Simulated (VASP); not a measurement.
**BaZrO3: single point with PBE**

The system is BaZrO3.

```
Ba Zr O
1.0
     4.29612    0.00000    0.00000
     0.00000    4.29612    0.00000
     0.00000    0.00000    4.19134
Ba Zr O
1 1 3
Direct
  0.00000 0.00000 0.00000
  0.50000 0.50000 0.50000
  0.00000 0.50000 0.50000
  0.50000 0.00000 0.50000
  0.50000 0.50000 0.00000
```

- Program: VASP 6.6.1
- Task: single point
- Functional: PBE
- Potentials or basis: VASP PAW PBE potentials, release 64 (Ba_sv, Zr_sv, O)
- Cutoff: 520 eV
- k mesh: 6 × 6 × 6
- Occupations: fermi-dirac, width 0.02 eV
- Spin: no spin polarisation

* Pressure: -2.4 GPa
* Band gap on the k mesh: 3.00 eV, indirect (least direct gap 3.26 eV)

Stress tensor (GPa, compression positive):
```
-4.06  0.00  0.00
 0.00 -4.06  0.00
 0.00  0.00  0.95
```

Levels at points of the mesh, in eV from the valence-band top:
```
           k point  band 18  band 19  band 20  band 21  band 22  band 23
(0.00, 0.00, 0.00)    -0.30    -0.30    -0.26     3.00     3.10     3.10
(0.50, 0.00, 0.00)    -1.57    -0.53    -0.50     3.48     5.28     5.30
(0.50, 0.50, 0.00)    -1.05    -0.86    -0.12     5.29     5.29     5.99
(0.00, 0.00, 0.50)    -1.56    -0.54    -0.54     3.44     5.56     5.56
(0.50, 0.00, 0.50)    -0.89    -0.89    -0.07     5.26     5.51     6.13
(0.50, 0.50, 0.50)    -0.03     0.00     0.00     5.70     5.81     5.81
```

It took 54 s on 1 thread of AMD EPYC 9R45 (Zen 5), on a shared host, peak memory 0.19 GiB.

Caveat: spin-orbit coupling is left out, which moves the levels of the heavy elements. As with any semilocal functional, this PBE gap is likely too small.
